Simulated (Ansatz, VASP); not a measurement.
## One calculation of CuO, two programs

```
CELL_PARAMETERS angstrom
2.87950 0.00000 0.00000
0.03907 2.87928 0.00000
0.01750 0.01724 5.17634
ATOMIC_POSITIONS crystal
Cu 0.50000 0.00000 0.50000
Cu 0.00000 0.50000 0.00000
O 0.00158 0.99833 0.25011
O 0.99842 0.00167 0.74989
```

Alike in both runs: task single point; functional r2SCAN; k mesh 6 × 6 × 4; occupations gaussian, width 0.1 eV; collinear spin; Hubbard terms Cu d U = 4.0 eV.

|  | VASP | Ansatz |
| --- | --- | --- |
| version | VASP 6.6.1 | Ansatz 0.2.0 |
| potentials or method | VASP PAW PBE potentials, release 64 (Cu, O), cutoff 520 eV | scalar-relativistic, plane waves, PAW |
| valence electrons in the cell | 34 | 50 |

```tsv
	VASP	Ansatz	Ansatz less VASP
gap on the k mesh at the Fermi level (eV)	1.21	0.89	-0.326
least direct gap on the mesh (eV)	1.39	1.06	-0.323
pressure (GPa)	-1.2	1.5	+2.70
traceless stress, the component that is largest in VASP (GPa)	-0.09	-0.34	-0.249
rms of the force components (eV/Å)	0.007	0.007	+0.0001
net moment per atom (μB)	0.00	0.00	0.000
size of the moment on the site where the two differ most (μB)	0.66	0.64	-0.014
```

VASP's potentials were made for PBE, not for r2SCAN. Site moments also hang on the region over which each program counts them. The programs project onto different local orbitals, so the same U acts differently, and such runs can settle in different states. Atom by atom the forces differ by 0.000 eV/Å (rms over components). VASP's potentials hold 34 valence electrons a cell and Ansatz's 50, so a difference there can come from the potentials and not from the codes. Ansatz's warnings: stability check not made.
